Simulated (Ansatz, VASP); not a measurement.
**Ti: VASP beside Ansatz**

```xyz
2
Lattice="2.9500 0.0000 0.0000 -1.4750 2.5548 0.0000 0.0000 0.0000 4.6860" Properties=species:S:1:pos:R:3 pbc="T T T"
Ti    0.0000    1.7032    1.1715
Ti    1.4750    0.8516    3.5145
```

Alike in both runs: task relaxation of cell and atoms; functional PBEsol; k mesh 6 × 6 × 4; occupations gaussian, width 0.1 eV; no spin polarisation.

```csv
,VASP,Ansatz
version,VASP 6.6.1,Ansatz 0.2.0
potentials or method,"VASP PAW PBE potentials, release 64 (Ti_sv), cutoff 600 eV","scalar-relativistic, plane waves, PAW"
valence electrons in the cell,24,24
```

|  | VASP | Ansatz | Ansatz less VASP |
| --- | --- | --- | --- |
| gap on the k mesh at the Fermi level, each at its own relaxed structure (eV) | none | none | - |
| relaxed volume (Å³/atom) | 16.67 | 16.70 | +0.033 |
| relaxed length of the cell vector where the two differ most in proportion (Å) | 4.602 | 4.622 | +0.0203 |

VASP's potentials were made for PBE, not for PBEsol. A gap of «none» marks a metal or a gap that the smearing closes.

The k mesh is coarse, so the values compare programs but aren't converged.
